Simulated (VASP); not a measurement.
# CoMo (P-6m2) in VASP: further runs

Runs on CoMo. Level: LDA. Tasks: single point.

All numbers are computed with VASP 6.6.1; they aren't measurements. Logs are shortened: lines on timing, memory, paths and dates and some standing lists are left out, and cuts for length are marked.

## Step 1: The cell of the first run

It takes space group P-6m2 (No. 187, hexagonal). The conventional cell has a = 2.782 Å, b = 2.782 Å, c = 4.319 Å, α = 90.00°, β = 90.00°, γ = 120.00°. Co (site symmetry -6m2) has 6 Mo at 2.69 Å and 6 Co at 2.78 Å within 3.5 Å. Mo (site symmetry -6m2) has 6 Co at 2.69 Å and 6 Mo at 2.78 Å within 3.5 Å.

## Step 2: Single point, LDA (14.47 Å³/atom)

Contents of INCAR:

```
SYSTEM = CoMo
ALGO = Normal
EDIFF = 1E-6
ENCUT = 690
GGA_COMPAT = .FALSE.
ISIF = 2
ISMEAR = -1
LASPH = .TRUE.
LCHARG = .FALSE.
LREAL = .FALSE.
LWAVE = .FALSE.
NBANDS = 22
NELM = 120
PREC = Accurate
SIGMA = 0.05
```

Contents of KPOINTS:

```
k-points
0
G
  14 14 8
  0 0 0
```

Contents of POSCAR:

```
CoMo
1.0
    2.7819204892      0.0000000000      0.0000000000
   -1.3909602446      2.4092138150      0.0000000000
    0.0000000000      0.0000000000      4.3186656721
Co Mo
1 1
Direct
    0.6666666667      0.3333333333      0.5000000000
    0.3333333333      0.6666666667      0.0000000000
```

Potentials or basis: VASP PAW LDA potentials, release 64 (Co_sv, Mo_sv).

Launch:

```bash
$ cat potpaw_LDA.64/Co_sv/POTCAR potpaw_LDA.64/Mo_sv/POTCAR > POTCAR
$ mpirun -np 1 vasp_std > vasp.out
```

OUTCAR:

```text
SYSTEM = CoMo
   EDIFF = 1E-6
   ENCUT = 690
   ISIF = 2
   ISMEAR = -1
   LASPH = .TRUE.
   LREAL = .FALSE.
   NELM = 120
   PREC = Accurate

 ion  position               nearest neighbor table
   1  0.667  0.333  0.500-   2 2.69   2 2.69   2 2.69   2 2.69   2 2.69   2 2.69
   2  0.333  0.667  0.000-   1 2.69   1 2.69   1 2.69   1 2.69   1 2.69   1 2.69

  LATTYP: Found a hexagonal cell.
 ALAT       =     2.7819204892
 C/A-ratio  =     1.5524044231

  Lattice vectors:

 A1 = (   2.7819204892,   0.0000000000,   0.0000000000)
 A2 = (  -1.3909602446,   2.4092138150,   0.0000000000)
 A3 = (   0.0000000000,   0.0000000000,   4.3186656721)

Analysis of symmetry for initial positions (statically):
=====================================================================
 Subroutine PRICEL returns:
 Original cell was already a primitive cell.

 Routine SETGRP: Setting up the symmetry group for a
 hexagonal supercell.

 Subroutine GETGRP returns: Found 12 space group operations
 (whereof 12 operations were pure point group operations)
 out of a pool of 24 trial point group operations.

The static configuration has the point symmetry D_3h.

Analysis of symmetry for dynamics (positions and initial velocities):
=====================================================================
 Subroutine PRICEL returns:
 Original cell was already a primitive cell.

 Routine SETGRP: Setting up the symmetry group for a
 hexagonal supercell.

 Subroutine GETGRP returns: Found 12 space group operations
 (whereof 12 operations were pure point group operations)
 out of a pool of 24 trial point group operations.

The dynamic configuration has the point symmetry D_3h.

 Subroutine INISYM returns: Found 12 space group operations
 (whereof 12 operations are pure point group operations),
 and found     1 'primitive' translations

----------------------------------------------------------------------------------------

                                     Primitive cell

  volume of cell :      28.9447

  direct lattice vectors                    reciprocal lattice vectors
     2.781920489  0.000000000  0.000000000     0.359463904  0.207536582  0.000000000
    -1.390960245  2.409213815  0.000000000     0.000000000  0.415073164  0.000000000
     0.000000000  0.000000000  4.318665672     0.000000000  0.000000000  0.231553002

  length of vectors
     2.781920489  2.781920489  4.318665672     0.415073164  0.415073164  0.231553002

  position of ions in fractional coordinates (direct lattice)
     0.666666667  0.333333333  0.500000000
     0.333333333  0.666666667  0.000000000

  ion indices of the primitive-cell ions
   primitive index   ion index
                 1           1
                 2           2

----------------------------------------------------------------------------------------

 KPOINTS: k-points

Automatic generation of k-mesh.
 Grid dimensions read from file:
 generate k-points for:   14   14    8

 Generating k-lattice:

  Cartesian coordinates                     Fractional coordinates (reciprocal lattice)
     0.025675993  0.014824042  0.000000000     0.071428571  0.000000000  0.000000000
     0.000000000  0.029648083  0.000000000     0.000000000  0.071428571  0.000000000
     0.000000000  0.000000000  0.028944125     0.000000000  0.000000000  0.125000000

  Length of vectors
     0.029648083  0.029648083  0.028944125

  Shift w.r.t. Gamma in fractional coordinates (k-lattice)
     0.000000000  0.000000000  0.000000000

 Subroutine IBZKPT returns following result:
 ===========================================

 Found    120 irreducible k-points:

 Following reciprocal coordinates:
            Coordinates               Weight
  0.000000  0.000000  0.000000      1.000000
  0.071429 -0.000000  0.000000      6.000000
  0.142857 -0.000000  0.000000      6.000000
  0.214286 -0.000000  0.000000      6.000000
  0.285714  0.000000  0.000000      6.000000
  0.357143 -0.000000  0.000000      6.000000
[... 16 lines left out ...]
  0.285714  0.285714  0.000000      6.000000
  0.357143  0.285714  0.000000      6.000000
 [... further k-points ...]
   k-points           NKPTS =    120   k-points in BZ     NKDIM =    120   number of bands    NBANDS=     22
   number of dos      NEDOS =    301   number of ions     NIONS =      2
   total plane-waves  NPLWV =  23040
   dimension x,y,z NGX =    24 NGY =   24 NGZ =   40
   dimension x,y,z NGXF=    48 NGYF=   48 NGZF=   80
   ions per type =               1   1
   NGX,Y,Z   is equivalent  to a cutoff of  14.34, 14.34, 15.40 a.u.
   NGXF,Y,Z  is equivalent  to a cutoff of  28.68, 28.68, 30.80 a.u.
 SYSTEM =  CoMo
   PREC   = accura    normal or accurate (medium, high low for compatibility)
   ISTART =      0    job   : 0-new  1-cont  2-samecut
   ICHARG =      2    charge: 1-file 2-atom 10-const
   ISPIN  =      1    spin polarized calculation?
   LNONCOLLINEAR =      F non collinear calculations
   LSORBIT =      F    spin-orbit coupling
   LASPH  =      T    aspherical Exc in radial PAW
   ENCUT  =  690.0 eV  50.71 Ry    7.12 a.u.   5.96  5.96  9.25*2*pi/ulx,y,z
   NELM   =    120;   NELMIN=  2; NELMDL= -5     # of ELM steps
   EDIFF  = 0.1E-05   stopping-criterion for ELM
   LREAL  =      F    real-space projection
   EDIFFG = 0.1E-04   stopping-criterion for IOM
   NSW    =      0    number of steps for IOM
   IBRION =     -1    ionic relax: 0-MD 1-quasi-New 2-CG
   NFREE  =      0    steps in history (QN), initial steepest desc. (CG)
   ISIF   =      2    stress and relaxation
   ISYM   =      2    0-nonsym 1-usesym 2-fastsym
   POTIM  = 0.5000    time-step for ionic-motion
   TEBEG  =    0.0;   TEEND  =   0.0 temperature during run
   PSTRESS=    0.0 pullay stress
   NELECT =      31.0000    total number of electrons
   NUPDOWN=      -1.0000    fix difference up-down
   EMIN   =  10.00;   EMAX   =-10.00  energy-range for DOS
   EFERMI =   0.00;   METHOD = LEGACY
   ISMEAR =    -1;   SIGMA  =   0.05  broadening in eV -4-tet -1-fermi 0-gaus
   EFERMI_NEDOS =   21; number of points for ismear=-14 and -15
   IALGO  =     38    algorithm
   IMIX   =      4    mixing-type and parameters
     AMIX     =   0.40;   BMIX     =  1.00
     AMIX_MAG =   1.60;   BMIX_MAG =  1.00
  volume/ion in A,a.u.               =      14.47        97.66
  Fermi-wavevector in a.u.,A,eV,Ry     =   1.674964  3.165223 38.171211  2.805505
  Thomas-Fermi vector in A             =   2.759667
   LORBIT       =      0    0 simple, 1 ext, 2 COOP (PROOUT), +10 PAW based schemes
   GGA     = CA    functional components
   LHFCALC =     F    Hartree Fock is set to
   AEXX    =    0.0000 exact exchange contribution
   IVDW    =     0    specifies the selected vdW correction
   LEPSILON=     F    determine dielectric tensor
   LRPA    =     F    only Hartree local field effects (RPA)
 non-spin polarized calculation
  energy-cutoff  :      690.00
  volume of cell :       28.94
 maximum number of plane-waves:      1207
 NGX is ok and might be reduce to    24
   NGX = 11   NGY = 11   NGZ = 19

 number of electron      31.0000013 magnetization

 Free energy of the ion-electron system (eV)
  ---------------------------------------------------
  ext. energy  EPLUGINS =         0.00000000
  ---------------------------------------------------
  free energy    TOTEN  =       -19.59160975 eV

  energy without entropy =      -19.56720938  energy(sigma->0) =      -19.57940957

 E-fermi :  10.4232     XC(G=0): -13.3513

 val. band max:       10.4219048048   @ k =   0.1429   0.1429   0.1250
 cond. band min:      10.4333854351   @ k =   0.3571   0.2143   0.3750
 fundamental gap:      0.0114806302
 Fermi energy:        10.4232036249

 k-point     1 :       0.0000    0.0000    0.0000
  band No.  band energies     occupation
      1     -83.2175      2.00000
      2     -50.1054      2.00000
      3     -47.1712      2.00000
      4     -46.9651      2.00000
      5     -46.9651      2.00000
      6     -24.4029      2.00000
[... 14 lines left out ...]
     21      19.6114      0.00000
     22      24.6856      0.00000

 k-point     2 :       0.0714   -0.0000    0.0000
  band No.  band energies     occupation
      1     -83.2171      2.00000
      2     -50.0964      2.00000
      3     -47.1708      2.00000
      4     -46.9688      2.00000
      5     -46.9661      2.00000
      6     -24.3943      2.00000
[... 14 lines left out ...]
     21      19.6041      0.00000
     22      25.0469      0.00000

 k-point     3 :       0.1429   -0.0000    0.0000
  band No.  band energies     occupation
      1     -83.2159      2.00000
      2     -50.0713      2.00000
      3     -47.1695      2.00000
      4     -46.9792      2.00000
      5     -46.9687      2.00000
      6     -24.3701      2.00000
[... 14 lines left out ...]
     21      19.5792      0.00000
     22      25.2755      0.00000

 k-point     4 :       0.2143   -0.0000    0.0000
  band No.  band energies     occupation
      1     -83.2142      2.00000
      2     -50.0348      2.00000
      3     -47.1675      2.00000
      4     -46.9942      2.00000
      5     -46.9726      2.00000
      6     -24.3349      2.00000
[... 14 lines left out ...]
     21      19.5239      0.00000
     22      23.1950      0.00000

 k-point     5 :       0.2857    0.0000    0.0000
  band No.  band energies     occupation
      1     -83.2124      2.00000
      2     -49.9940      2.00000
      3     -47.1653      2.00000
      4     -47.0109      2.00000
      5     -46.9769      2.00000
      6     -24.4169      2.00000
[... 14 lines left out ...]
     21      19.3459      0.00000
     22      21.1059      0.00000

 k-point     6 :       0.3571   -0.0000    0.0000
  band No.  band energies     occupation
      1     -83.2107      2.00000
      2     -49.9570      2.00000
      3     -47.1631      2.00000
      4     -47.0255      2.00000
      5     -46.9807      2.00000
      6     -24.6435      2.00000
[... 14 lines left out ...]
     21      18.8860      0.00000
     22      20.0849      0.00000

 k-point     7 :       0.4286   -0.0000    0.0000
  band No.  band energies     occupation
      1     -83.2096      2.00000
      2     -49.9312      2.00000
      3     -47.1617      2.00000
      4     -47.0358      2.00000
      5     -46.9834      2.00000
      6     -24.7976      2.00000
[... 324 lines left out ...]
      6     -24.5704      2.00000
[... 14 lines left out ...]
     21      19.8107      0.00000
     22      19.9527      0.00000

 k-point    21 :       0.2857    0.2143    0.0000
  band No.  band energies     occupation
      1     -83.2091      2.00000
      2     -49.9221      2.00000
      3     -47.1613      2.00000
      4     -47.0267      2.00000
      5     -46.9972      2.00000
      6     -24.6537      2.00000
[... 14 lines left out ...]
     21      19.1534      0.00000
     22      21.1203      0.00000

 k-point    22 :       0.3571    0.2143    0.0000
  band No.  band energies     occupation
      1     -83.2085      2.00000
      2     -49.9080      2.00000
      3     -47.1605      2.00000
      4     -47.0295      2.00000
      5     -47.0016      2.00000
      6     -24.6939      2.00000
[... 14 lines left out ...]
     21      18.6290      0.00000
     22      22.0724      0.00000

 k-point    23 :       0.2857    0.2857    0.0000
  band No.  band energies     occupation
      1     -83.2084      2.00000
      2     -49.9059      2.00000
      3     -47.1605      2.00000
      4     -47.0254      2.00000
      5     -47.0067      2.00000
      6     -24.6290      2.00000
[... 14 lines left out ...]
     21      17.6395      0.00000
     22      22.5307      0.00000

 k-point    24 :       0.3571    0.2857    0.0000
  band No.  band energies     occupation
      1     -83.2082      2.00000
      2     -49.9002      2.00000
      3     -47.1602      2.00000
      4     -47.0230      2.00000
      5     -47.0119      2.00000
      6     -24.5909      2.00000
[... 14 lines left out ...]
     21      17.2675      0.00000
     22      23.3891      0.00000

 [... further k-points ...]

------------------------ aborting loop because EDIFF is reached ----------------------------------------

  FORCE on cell =-STRESS in cart. coord.  units (eV):
  Direction    XX          YY          ZZ          XY          YZ          ZX
  --------------------------------------------------------------------------------------
  -------------------------------------------------------------------------------------
  Total       -5.3990625     -5.3990625     -5.4993195      0.0000000      0.0000000      0.0000000
  in kB     -298.8541527   -298.8541528   -304.4036728      0.0000000      0.0000000      0.0000000
  external PRESSURE =    -300.7039928 kB  Pullay stress =       0.0000000 kB

 VOLUME and BASIS-vectors are now :
 -----------------------------------------------------------------------------
  energy-cutoff  :      690.00
  volume of cell :       28.94
      direct lattice vectors                 reciprocal lattice vectors
     2.781920489  0.000000000  0.000000000     0.359463904  0.207536582  0.000000000
    -1.390960245  2.409213815  0.000000000     0.000000000  0.415073164  0.000000000
     0.000000000  0.000000000  4.318665672     0.000000000  0.000000000  0.231553002

 POSITION                                       TOTAL-FORCE (eV/Angst)
 -----------------------------------------------------------------------------------
      1.39096      0.80307      2.15933         0.000000     -0.000000      0.000000
     -0.00000      1.60614      0.00000        -0.000000      0.000000      0.000000
 -----------------------------------------------------------------------------------
    total drift:                               -0.000000      0.000000      0.000000

  FREE ENERGIE OF THE ION-ELECTRON SYSTEM (eV)
  ---------------------------------------------------
  free  energy   TOTEN  =       -19.5916097524 eV

  energy  without entropy=      -19.5672093821  energy(sigma->0) =      -19.57940957
```

Run time: 55 s. Hardware: 1 thread of Intel Xeon Platinum 8488C (Sapphire Rapids), shared host; peak memory 0.23 GiB.

What came out:

| Quantity | Value |
| --- | --- |
| Free energy | -19.5916 eV |
| Pressure | -30.1 GPa |
| Band gap on the k mesh | zero (an odd number of electrons rules out a gap without spin polarisation) |

Caveat: the cell stands under tension; the run has no spin polarisation, though such a crystal can be magnetic. Spin polarisation is off, so any magnetic state and its effect on volume and gap are missing.

## Step 3: Single point, LDA (9.47 Å³/atom)

This run uses another cell than the first one, of 9.47 Å³/atom.

Contents of INCAR:

```
SYSTEM = CoMo
PREC = Accurate
ENCUT = 690
EDIFF = 1E-6
ISMEAR = -1
SIGMA = 0.05
LREAL = .FALSE.
LASPH = .TRUE.
NELM = 120
ALGO = Normal
ISIF = 2
LWAVE = .FALSE.
LCHARG = .FALSE.
NBANDS = 22
GGA_COMPAT = .FALSE.
```

Contents of KPOINTS:

```
regular mesh
0
G
  14 14 8
  0 0 0
```

Contents of POSCAR:

```
CoMo
1.0
    2.4154125412      0.0000000000      0.0000000000
   -1.2077062706      2.0918086213      0.0000000000
    0.0000000000      0.0000000000      3.7496971126
Co Mo
1 1
Direct
    0.6666666667      0.3333333333      0.5000000000
    0.3333333333      0.6666666667      0.0000000000
```

Potentials or basis: VASP PAW LDA potentials, release 64 (Co_sv, Mo_sv).

Launch:

```bash
$ cat potpaw_LDA.64/Co_sv/POTCAR potpaw_LDA.64/Mo_sv/POTCAR > POTCAR
$ mpirun -np 1 vasp_std > vasp.out
```

It took 80 s on 1 thread of Intel Xeon Platinum 8259CL at 2.50GHz (Skylake/Cascade Lake), shared host; peak memory 0.19 GiB.

The run converged. Its results:

```yaml
Free_energy: -17.9291 eV
Pressure: 138.4 GPa
Band_gap_on_the_k_mesh: zero (an odd number of electrons rules out a gap without spin polarisation)
```

Stress tensor (GPa, compression positive):
```
136.36   0.00   0.00
  0.00 136.36   0.00
  0.00   0.00 142.49
```

Levels at points of the mesh, in eV from the Fermi level:
```csv
k point,band 13,band 14,band 15,band 16,band 17,band 18
"(0.00, 0.00, 0.00)",-2.10,-1.63,-1.63,-1.14,-1.14,2.75
"(0.50, 0.00, 0.00)",-1.96,-1.73,-1.25,0.18,4.00,4.79
"(0.00, 0.00, 0.50)",-2.59,-2.59,-2.47,-2.35,0.46,0.46
"(0.50, 0.00, 0.50)",-1.67,-0.35,0.09,1.39,2.97,3.20
```

Caveat: the stress differs along the axes, from 136 to 142 GPa; the run has no spin polarisation, though such a crystal can be magnetic. Spin polarisation is off, so any magnetic state and its effect on volume and gap are missing.

## Step 4: Single point, LDA (15.52 Å³/atom)

This run uses another cell than the first one, of 15.52 Å³/atom.

INCAR: that of step 3 with these lines changed.

```diff
@@ -12,3 +12,5 @@
 LWAVE = .FALSE.
-LCHARG = .FALSE.
+LCHARG = .TRUE.
+LELF = .TRUE.
+LVHAR = .TRUE.
 NBANDS = 22
```

KPOINTS is that of step 3.

Contents of POSCAR:

```
CoMo
1.0
    2.8477890811      0.0000000000      0.0000000000
   -1.4238945405      2.4662576888      0.0000000000
    0.0000000000      0.0000000000      4.4209203655
Co Mo
1 1
Direct
    0.6666666667      0.3333333333      0.5000000000
    0.3333333333      0.6666666667      0.0000000000
```

Launch:

```bash
$ cat potpaw_LDA.64/Co_sv/POTCAR potpaw_LDA.64/Mo_sv/POTCAR > POTCAR
$ mpirun -np 1 vasp_std > vasp.out
```

It took 45 s on 1 thread of Intel Xeon 6975P-C (Granite Rapids), shared host; peak memory 0.24 GiB.

Results (log left out):

```
Free energy            : -19.1433 eV
Pressure               : -38.1 GPa
Band gap on the k mesh : zero (an odd number of electrons rules out a gap without spin polarisation)
```

Stress tensor (GPa, compression positive):
```
-37.94   0.00   0.00
  0.00 -37.94   0.00
  0.00   0.00 -38.43
```

Levels at points of the mesh, in eV from the Fermi level:
| k point | band 14 | band 15 | band 16 | band 17 | band 18 | band 19 |
| --- | --- | --- | --- | --- | --- | --- |
| (0.00, 0.00, 0.00) | -0.73 | -0.73 | -0.31 | -0.31 | 1.22 | 2.30 |
| (0.50, 0.00, 0.00) | -0.91 | -0.55 | 0.09 | 2.15 | 2.17 | 3.94 |
| (0.00, 0.00, 0.50) | -1.19 | -1.18 | -1.18 | 0.38 | 0.38 | 2.25 |
| (0.50, 0.00, 0.50) | -0.13 | 0.05 | 1.00 | 1.51 | 1.89 | 3.29 |

Caveat: the cell stands under tension; the run has no spin polarisation, though such a crystal can be magnetic. Spin polarisation is off, so any magnetic state and its effect on volume and gap are missing.

## Step 5: Summary

```tsv
cell	gap on the mesh (eV)	pressure (GPa)
a = 2.782, b = 2.782, c = 4.319 Å, angles 90.0, 90.0, 120.0°, 2 atoms	none	-30.1
a = 2.415, b = 2.415, c = 3.750 Å, angles 90.0, 90.0, 120.0°, 2 atoms	none	138.4
a = 2.848, b = 2.848, c = 4.421 Å, angles 90.0, 90.0, 120.0°, 2 atoms	none	-38.1
```

Alike in all rows: task single point; level LDA; potentials or basis VASP PAW LDA potentials, release 64 (Co_sv, Mo_sv); no spin polarisation; k mesh 14 × 14 × 8; cutoff (eV) 690; smearing fermi-dirac 0.05 eV.

Caveats: the run has no spin polarisation, though such a crystal can be magnetic; the cell stands under tension (at least some runs); the stress differs along the axes, from 136 to 142 GPa (at least some runs).

Absolute energies hang on the potentials; compare differences alone.
